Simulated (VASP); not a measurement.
**Ag: single point with PBE**

Crystal: Ag.

```
CELL_PARAMETERS angstrom
-1.65565 1.65565 1.65565
1.65565 -1.65565 1.65565
1.65565 1.65565 -1.65565
ATOMIC_POSITIONS crystal
Ag 0.00000 0.00000 0.00000
```

```
Program             : VASP 6.6.1
Task                : single point
Functional          : PBE
Potentials or basis : VASP PAW PBE potentials, release 64 (Ag)
Cutoff              : 520 eV
k mesh              : 11 × 11 × 11
Occupations         : gaussian, width 0.022 eV
Spin                : no spin polarisation
```

| Quantity | Value |
| --- | --- |
| Pressure | -0.9 GPa |

Levels at points of the mesh, in eV from the Fermi level:
```csv
k point,band 2,band 3,band 4,band 5,band 6,band 7,band 8,band 9,band 10,band 11
"(0.00, 0.00, 0.00)",-4.66,-4.66,-4.66,-3.46,-3.46,17.79,17.79,17.79,23.15,23.15
```

Wall time 19 s on 1 thread of Intel Xeon 8259CL, on a shared host, peak memory 0.14 GiB.
